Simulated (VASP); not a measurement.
# Sb (I4/mmm) in VASP: further runs

Sb is run at these levels: PBE, PBE0; tasks: single point.

Everything below comes from runs of VASP 6.6.1. Logs are shortened: lines on timing, memory, paths and dates and some standing lists are left out, and cuts for length are marked.

**1. The cell of the first run**

It takes space group I4/mmm (No. 139, tetragonal). The conventional cell has a = 3.153 Å, b = 3.153 Å, c = 5.424 Å, α = 90.00°, β = 90.00°, γ = 90.00°. Sb (site symmetry 4/mmm) has 12 Sb at 3.15 to 3.51 Å within 4.1 Å.

**2. Single point, PBE**

INCAR

```
  PREC = Accurate
  ENCUT = 500
  EDIFF = 1E-6
  ISMEAR = 0
  SIGMA = 0.014
  LREAL = False
  LASPH = True
  NELM = 120
  ALGO = Normal
  ISIF = 2
  LWAVE = False
  LCHARG = False
  GGA = PE
  NBANDS = 8
  GGA_COMPAT = False
```

KPOINTS

```
regular mesh
0
Gamma
  12 12 12
```

POSCAR

```
Sb
1.0
   -1.5765401831      1.5765401831      2.7119384313
    1.5765401831     -1.5765401831      2.7119384313
    1.5765401831      1.5765401831     -2.7119384313
Sb
1
Direct
    0.0000000000      0.0000000000      0.0000000000
```

Potentials or basis: VASP PAW PBE potentials, release 64 (Sb).

The run is started by

```bash
> cat potpaw_PBE.64/Sb/POTCAR > POTCAR
> mpirun -np 1 vasp_std > vasp.out
```

OUTCAR:

```text
PREC = Accurate
   ENCUT = 500
   EDIFF = 1E-6
   ISMEAR = 0
   LREAL = False
   LASPH = True
   NELM = 120
   ISIF = 2
   GGA = PE

 ion  position               nearest neighbor table
   1  0.000  0.000  0.000-

  LATTYP: Found a body centered tetragonal cell.
 ALAT       =     3.1530803662
 C/A-ratio  =     1.7201835135

  Lattice vectors:

 A1 = (  -1.5765401831,   1.5765401831,   2.7119384313)
 A2 = (   1.5765401831,  -1.5765401831,   2.7119384313)
 A3 = (   1.5765401831,   1.5765401831,  -2.7119384313)

Analysis of symmetry for initial positions (statically):
=====================================================================
 Subroutine PRICEL returns:
 Original cell was already a primitive cell.

 Routine SETGRP: Setting up the symmetry group for a
 body centered tetragonal supercell.

 Subroutine GETGRP returns: Found 16 space group operations
 (whereof 16 operations were pure point group operations)
 out of a pool of 16 trial point group operations.

The static configuration has the point symmetry D_4h.

Analysis of symmetry for dynamics (positions and initial velocities):
=====================================================================
 Subroutine PRICEL returns:
 Original cell was already a primitive cell.

 Routine SETGRP: Setting up the symmetry group for a
 body centered tetragonal supercell.

 Subroutine GETGRP returns: Found 16 space group operations
 (whereof 16 operations were pure point group operations)
 out of a pool of 16 trial point group operations.

The dynamic configuration has the point symmetry D_4h.

 Subroutine INISYM returns: Found 16 space group operations
 (whereof 16 operations are pure point group operations),
 and found     1 'primitive' translations

----------------------------------------------------------------------------------------

                                     Primitive cell

  volume of cell :      26.9619

  direct lattice vectors                    reciprocal lattice vectors
    -1.576540183  1.576540183  2.711938431     0.000000000  0.317150178  0.184369967
     1.576540183 -1.576540183  2.711938431     0.317150178  0.000000000  0.184369967
     1.576540183  1.576540183 -2.711938431     0.317150178  0.317150178  0.000000000

  length of vectors
     3.510778824  3.510778824  3.510778824     0.366846726  0.366846726  0.448518083

  position of ions in fractional coordinates (direct lattice)
     0.000000000  0.000000000  0.000000000

  ion indices of the primitive-cell ions
   primitive index   ion index
                 1           1

----------------------------------------------------------------------------------------

 KPOINTS: regular mesh

Automatic generation of k-mesh.
 Grid dimensions read from file:
 generate k-points for:   12   12   12

 Generating k-lattice:

  Cartesian coordinates                     Fractional coordinates (reciprocal lattice)
     0.000000000  0.026429182  0.015364164     0.083333333 -0.000000000  0.000000000
     0.026429182  0.000000000  0.015364164    -0.000000000  0.083333333  0.000000000
     0.026429182  0.026429182  0.000000000     0.000000000  0.000000000  0.083333333

  Length of vectors
     0.030570561  0.030570561  0.037376507

  Shift w.r.t. Gamma in fractional coordinates (k-lattice)
     0.000000000  0.000000000  0.000000000

 Subroutine IBZKPT returns following result:
 ===========================================

 Found    163 irreducible k-points:

 Following reciprocal coordinates:
            Coordinates               Weight
  0.000000  0.000000  0.000000      1.000000
  0.083333  0.000000 -0.000000      8.000000
  0.166667  0.000000 -0.000000      8.000000
  0.250000 -0.000000  0.000000      8.000000
  0.333333  0.000000 -0.000000      8.000000
  0.416667  0.000000 -0.000000      8.000000
[... 16 lines left out ...]
  0.500000  0.166667  0.000000     16.000000
 -0.416667  0.166667  0.000000     16.000000
 [... further k-points ...]
   k-points           NKPTS =    163   k-points in BZ     NKDIM =    163   number of bands    NBANDS=      8
   number of dos      NEDOS =    301   number of ions     NIONS =      1
   total plane-waves  NPLWV =  21952
   dimension x,y,z NGX =    28 NGY =   28 NGZ =   28
   dimension x,y,z NGXF=    56 NGYF=   56 NGZF=   56
   ions per type =               1
   NGX,Y,Z   is equivalent  to a cutoff of  13.26, 13.26, 13.26 a.u.
   NGXF,Y,Z  is equivalent  to a cutoff of  26.52, 26.52, 26.52 a.u.
 SYSTEM =  unknown system
   PREC   = accura    normal or accurate (medium, high low for compatibility)
   ISTART =      0    job   : 0-new  1-cont  2-samecut
   ICHARG =      2    charge: 1-file 2-atom 10-const
   ISPIN  =      1    spin polarized calculation?
   LNONCOLLINEAR =      F non collinear calculations
   LSORBIT =      F    spin-orbit coupling
   LASPH  =      T    aspherical Exc in radial PAW
   ENCUT  =  500.0 eV  36.75 Ry    6.06 a.u.   6.40  6.40  6.40*2*pi/ulx,y,z
   NELM   =    120;   NELMIN=  2; NELMDL= -5     # of ELM steps
   EDIFF  = 0.1E-05   stopping-criterion for ELM
   LREAL  =      F    real-space projection
   EDIFFG = 0.1E-04   stopping-criterion for IOM
   NSW    =      0    number of steps for IOM
   IBRION =     -1    ionic relax: 0-MD 1-quasi-New 2-CG
   NFREE  =      0    steps in history (QN), initial steepest desc. (CG)
   ISIF   =      2    stress and relaxation
   ISYM   =      2    0-nonsym 1-usesym 2-fastsym
   POTIM  = 0.5000    time-step for ionic-motion
   TEBEG  =    0.0;   TEEND  =   0.0 temperature during run
   PSTRESS=    0.0 pullay stress
   NELECT =       5.0000    total number of electrons
   NUPDOWN=      -1.0000    fix difference up-down
   EMIN   =  10.00;   EMAX   =-10.00  energy-range for DOS
   EFERMI =   0.00;   METHOD = LEGACY
   ISMEAR =     0;   SIGMA  =   0.01  broadening in eV -4-tet -1-fermi 0-gaus
   EFERMI_NEDOS =   21; number of points for ismear=-14 and -15
   IALGO  =     38    algorithm
   IMIX   =      4    mixing-type and parameters
     AMIX     =   0.40;   BMIX     =  1.00
     AMIX_MAG =   1.60;   BMIX_MAG =  1.00
  volume/ion in A,a.u.               =      26.96       181.95
  Fermi-wavevector in a.u.,A,eV,Ry     =   0.933573  1.764197 11.858269  0.871558
  Thomas-Fermi vector in A             =   2.060288
   LORBIT       =      0    0 simple, 1 ext, 2 COOP (PROOUT), +10 PAW based schemes
   GGA     = PE    functional components
   LHFCALC =     F    Hartree Fock is set to
   AEXX    =    0.0000 exact exchange contribution
   IVDW    =     0    specifies the selected vdW correction
   LEPSILON=     F    determine dielectric tensor
   LRPA    =     F    only Hartree local field effects (RPA)
 non-spin polarized calculation
 Gauss-broadening in eV      SIGMA  =   0.01
  energy-cutoff  :      500.00
  volume of cell :       26.96
 maximum number of plane-waves:       702
 NGX is ok and might be reduce to    28
   NGX = 13   NGY = 13   NGZ = 13

 number of electron       5.0000000 magnetization

 Free energy of the ion-electron system (eV)
  ---------------------------------------------------
  ext. energy  EPLUGINS =         0.00000000
  ---------------------------------------------------
  free energy    TOTEN  =        -3.83929813 eV

  energy without entropy =       -3.83917810  energy(sigma->0) =       -3.83923811

 E-fermi :   8.5524     XC(G=0): -10.2150

 val. band max:        8.5452632769   @ k =   0.3333   0.1667   0.0833
 cond. band min:       8.5660405601   @ k =  -0.3333   0.5000   0.0833
 fundamental gap:      0.0207772831
 Fermi energy:         8.5524337063

 k-point     1 :       0.0000    0.0000    0.0000
  band No.  band energies     occupation
      1      -4.4330      2.00000
      2      13.1553      0.00000
      3      13.9525      0.00000
      4      13.9525      0.00000
      5      17.8739      0.00000
      6      19.1541      0.00000
      7      19.1573      0.00000
      8      19.2460      0.00000

 k-point     2 :       0.0833    0.0000   -0.0000
  band No.  band energies     occupation
      1      -4.2936      2.00000
      2      12.4625      0.00000
      3      13.0904      0.00000
      4      13.9220      0.00000
      5      17.6471      0.00000
      6      18.2200      0.00000
      7      19.0982      0.00000
      8      19.4716      0.00000

 k-point     3 :       0.1667    0.0000   -0.0000
  band No.  band energies     occupation
      1      -3.8777      2.00000
      2      10.2152      0.00000
      3      12.2620      0.00000
      4      13.8606      0.00000
      5      16.5357      0.00000
      6      18.0308      0.00000
      7      20.0096      0.00000
      8      20.0741      0.00000

 k-point     4 :       0.2500   -0.0000    0.0000
  band No.  band energies     occupation
      1      -3.1945      2.00000
      2       7.7630      2.00000
      3      11.4775      0.00000
      4      13.8219      0.00000
      5      15.6873      0.00000
      6      17.8961      0.00000
      7      20.5901      0.00000
      8      21.3468      0.00000

 k-point     5 :       0.3333    0.0000   -0.0000
  band No.  band energies     occupation
      1      -2.2737      2.00000
      2       5.4917      2.00000
      3      10.8392      0.00000
      4      13.8313      0.00000
      5      15.0950      0.00000
      6      17.9749      0.00000
      7      20.0549      0.00000
      8      20.6254      0.00000
[... 177 lines left out ...]
 k-point    22 :       0.4167    0.1667   -0.0000
  band No.  band energies     occupation
      1      -0.3298      2.00000
      2       3.5050      2.00000
      3       9.2539      0.00000
      4      10.8052      0.00000
      5      15.2797      0.00000
      6      16.9363      0.00000
      7      21.1255      0.00000
      8      22.3729      0.00000

 k-point    23 :       0.5000    0.1667    0.0000
  band No.  band energies     occupation
      1      -0.3077      2.00000
      2       3.4607      2.00000
      3       9.4464      0.00000
      4      11.0123      0.00000
      5      15.0102      0.00000
      6      16.8083      0.00000
      7      20.5917      0.00000
      8      21.9847      0.00000

 k-point    24 :      -0.4167    0.1667    0.0000
  band No.  band energies     occupation
      1      -1.2380      2.00000
      2       4.9069      2.00000
      3       9.8117      0.00000
      4      11.3097      0.00000
      5      15.1292      0.00000
      6      16.9183      0.00000
      7      18.9904      0.00000
      8      22.2714      0.00000

 [... further k-points ...]
[... 5 lines left out ...]
  --------------------------------------------------------------------------------------
  -------------------------------------------------------------------------------------
  Total        0.3329052      0.3329052      0.1957830      0.0000000      0.0000000      0.0000000
  in kB       19.7825056     19.7825056     11.6341738      0.0000000      0.0000000      0.0000000
  external PRESSURE =      17.0663950 kB  Pullay stress =       0.0000000 kB

 VOLUME and BASIS-vectors are now :
 -----------------------------------------------------------------------------
  energy-cutoff  :      500.00
  volume of cell :       26.96
      direct lattice vectors                 reciprocal lattice vectors
    -1.576540183  1.576540183  2.711938431     0.000000000  0.317150178  0.184369967
     1.576540183 -1.576540183  2.711938431     0.317150178  0.000000000  0.184369967
     1.576540183  1.576540183 -2.711938431     0.317150178  0.317150178  0.000000000

 POSITION                                       TOTAL-FORCE (eV/Angst)
 -----------------------------------------------------------------------------------
      0.00000      0.00000      0.00000         0.000000      0.000000      0.000000
 -----------------------------------------------------------------------------------
    total drift:                                0.000000      0.000000      0.000000

  FREE ENERGIE OF THE ION-ELECTRON SYSTEM (eV)
  ---------------------------------------------------
  free  energy   TOTEN  =        -3.8392981291 eV

  energy  without entropy=       -3.8391780964  energy(sigma->0) =       -3.83923811
```

It took 48 s on 1 thread of AMD EPYC 7R13, shared host; peak memory 0.15 GiB.

What came out:

```
Free energy : -3.8393 eV
Pressure    : 1.7 GPa
```

Levels at points of the mesh, in eV from the Fermi level:
```tsv
k point	band 1	band 2	band 3	band 4	band 5	band 6
(0.00, 0.00, 0.00)	-12.99	4.60	5.40	5.40	9.32	10.60
(0.50, 0.00, 0.00)	-9.16	-5.84	1.74	5.34	6.08	10.15
(0.50, 0.50, 0.00)	-6.68	-4.43	-1.06	0.56	3.43	4.32
(0.50, 0.50, 0.50)	-9.31	-5.71	2.08	2.08	5.84	6.06
```

Caveat: spin-orbit coupling is left out, which moves the levels of the heavy elements.

**3. Single point, PBE**

INCAR

```
ALGO = Normal
EDIFF = 1E-6
ENCUT = 500
GGA = PE
GGA_COMPAT = False
ISIF = 2
ISMEAR = 0
LASPH = True
LCHARG = False
LREAL = False
LWAVE = False
NBANDS = 8
NELM = 120
PREC = Accurate
SIGMA = 0.015
```

KPOINTS

```
k-points
0
Gamma
  12 12 12
```

POSCAR is that of step 2.

Potentials or basis: VASP PAW PBE potentials, release 64 (Sb).

The run is started by

```bash
> cat potpaw_PBE.64/Sb/POTCAR > POTCAR
> mpirun -np 1 vasp_std > vasp.out
```

Wall time 52 s (1 thread of AMD EPYC 7R13, shared host); peak memory 0.15 GiB.

The run converged. Its results:

- Free energy: -3.8393 eV
- Pressure: 1.7 GPa

Stress tensor (GPa, compression positive):
```
1.97 0.00 0.00
0.00 1.97 0.00
0.00 0.00 1.17
```

Levels at points of the mesh, in eV from the Fermi level:
```csv
k point,band 1,band 2,band 3,band 4,band 5,band 6,band 7
"(0.00, 0.00, 0.00)",-12.99,4.60,5.40,5.40,9.32,10.60,10.61
"(0.50, 0.00, 0.00)",-9.16,-5.84,1.74,5.34,6.08,10.15,10.44
"(0.50, 0.50, 0.00)",-6.68,-4.43,-1.05,0.56,3.43,4.32,15.65
"(0.50, 0.50, 0.50)",-9.31,-5.71,2.08,2.08,5.84,6.06,18.12
```

Caveat: spin-orbit coupling is left out, which moves the levels of the heavy elements.

**4. Single point, PBE**

INCAR

```
SYSTEM = Sb
  PREC = Accurate
  ENCUT = 500
  EDIFF = 1E-6
  ISMEAR = 0
  SIGMA = 0.023
  LREAL = .False.
  LASPH = .True.
  NELM = 120
  ALGO = Normal
  ISIF = 2
  LWAVE = .False.
  LCHARG = .False.
  GGA = PE
  NBANDS = 8
  GGA_COMPAT = .False.
```

KPOINTS

```
Automatic mesh
0
Gamma
  12 12 12
  0 0 0
```

POSCAR is that of step 3.

The run is started by

```bash
> cat potpaw_PBE.64/Sb/POTCAR > POTCAR
> mpirun -np 1 vasp_std > vasp.out
```

Wall time 51 s (1 thread of AMD EPYC 7R13, shared host); peak memory 0.15 GiB.

The run converged. Its results:

```yaml
Free_energy: -3.8394 eV
Pressure: 1.7 GPa
```

Stress tensor (GPa, compression positive):
```
1.92 0.00 0.00
0.00 1.92 0.00
0.00 0.00 1.20
```

Levels at points of the mesh, in eV from the Fermi level:
```
           k point  band 1  band 2  band 3  band 4  band 5  band 6  band 7  band 8
(0.00, 0.00, 0.00)  -12.98    4.61    5.40    5.40    9.33   10.61   10.61   10.70
(0.50, 0.00, 0.00)   -9.16   -5.83    1.74    5.34    6.08   10.15   10.44   10.70
(0.50, 0.50, 0.00)   -6.68   -4.43   -1.05    0.56    3.43    4.32   15.66   15.84
(0.50, 0.50, 0.50)   -9.31   -5.70    2.08    2.08    5.84    6.07   18.12   18.13
```

Caveat: spin-orbit coupling is left out, which moves the levels of the heavy elements.

**5. Single point, PBE0**

POSCAR is that of step 4.

INCAR.step1

```
PREC     = Accurate       # precision mode
ENCUT    = 520            # plane-wave cutoff, eV
EDIFF    = 1E-5           # SCF threshold, eV
ISMEAR   = -1             # smearing method
SIGMA    = 0.05           # smearing width, eV
LREAL    = False          # projectors in reciprocal space
LASPH    = True           # aspherical terms in the spheres
NELM     = 80             # most SCF steps
ALGO     = Normal         # electronic algorithm
ISIF     = 2              # what is computed and relaxed
LWAVE    = True           # write WAVECAR
LCHARG   = False          # write CHGCAR
GGA      = PE             # functional
NBANDS   = 8              # bands
```

INCAR.step2

```
PREC     = Accurate       # precision mode
ENCUT    = 520            # plane-wave cutoff, eV
EDIFF    = 1E-6           # SCF threshold, eV
ISMEAR   = -1             # smearing method
SIGMA    = 0.05           # smearing width, eV
LREAL    = False          # projectors in reciprocal space
LASPH    = True           # aspherical terms in the spheres
NELM     = 80             # most SCF steps
ALGO     = Normal         # electronic algorithm
ISIF     = 2              # what is computed and relaxed
LWAVE    = False          # write WAVECAR
LCHARG   = False          # write CHGCAR
GGA      = PE             # functional
LHFCALC  = True           # exact exchange
AEXX     = 0.25           # exact-exchange fraction
PRECFOCK = Normal       
ISTART   = 1            
NBANDS   = 8              # bands
```

KPOINTS

```
Automatic mesh
0
Gamma
  8 8 8
```

The run is started by

```bash
> cat potpaw_PBE.64/Sb/POTCAR > POTCAR
> cp INCAR.step1 INCAR
> mpirun -np 1 vasp_std > vasp.out
> cp INCAR.step2 INCAR
> mpirun -np 1 vasp_std > vasp.out
```

Wall time 34 min (1 thread of Intel Xeon Platinum 8488C (Sapphire Rapids), shared host); peak memory 0.19 GiB.

It converged, with:

* Free energy: -5.1972 eV
* Pressure: -1.8 GPa

Stress tensor (GPa, compression positive):
```
-2.36  0.00  0.00
 0.00 -2.36  0.00
 0.00  0.00 -0.72
```

Levels at points of the mesh, in eV from the Fermi level:
| k point | band 1 | band 2 | band 3 | band 4 | band 5 | band 6 | band 7 |
| --- | --- | --- | --- | --- | --- | --- | --- |
| (0.00, 0.00, 0.00) | -15.20 | 5.37 | 6.22 | 6.22 | 10.01 | 11.40 | 11.49 |
| (0.50, 0.00, 0.00) | -10.89 | -7.37 | 2.02 | 6.15 | 6.62 | 10.93 | 11.43 |
| (0.50, 0.50, 0.00) | -8.03 | -5.77 | -1.83 | 0.75 | 3.81 | 4.73 | 16.49 |
| (0.50, 0.50, 0.50) | -11.06 | -7.22 | 2.43 | 2.43 | 6.29 | 6.65 | 18.88 |

Caveat: the PAW data sets were made with another functional, which shifts forces and pressure a little; spin-orbit coupling is left out, which moves the levels of the heavy elements.

**6. Summary**

```csv
level,k mesh,cutoff (eV),smearing,grid for exact exchange (PRECFOCK),gap on the mesh (eV),pressure (GPa)
PBE,12 × 12 × 12,500,gaussian 0.014 eV,-,none,1.7
PBE,12 × 12 × 12,500,gaussian 0.015 eV,-,none,1.7
PBE,12 × 12 × 12,500,gaussian 0.023 eV,-,none,1.7
PBE0,8 × 8 × 8,520,fermi-dirac 0.05 eV,Normal,none,-1.8
```

Alike in all rows: task single point; potentials or basis VASP PAW PBE potentials, release 64 (Sb); no spin polarisation; cell as given.

Every run on the cell as given and a fine mesh finds a metal. The pressure there spans -1.8 GPa (PBE0) to 1.7 GPa (PBE); a positive pressure means that this level wants a larger cell, a negative one a smaller.

Caveats: spin-orbit coupling is left out, which moves the levels of the heavy elements; the PAW data sets were made with another functional, which shifts forces and pressure a little (some runs).

Absolute energies hang on the potentials; compare differences alone.
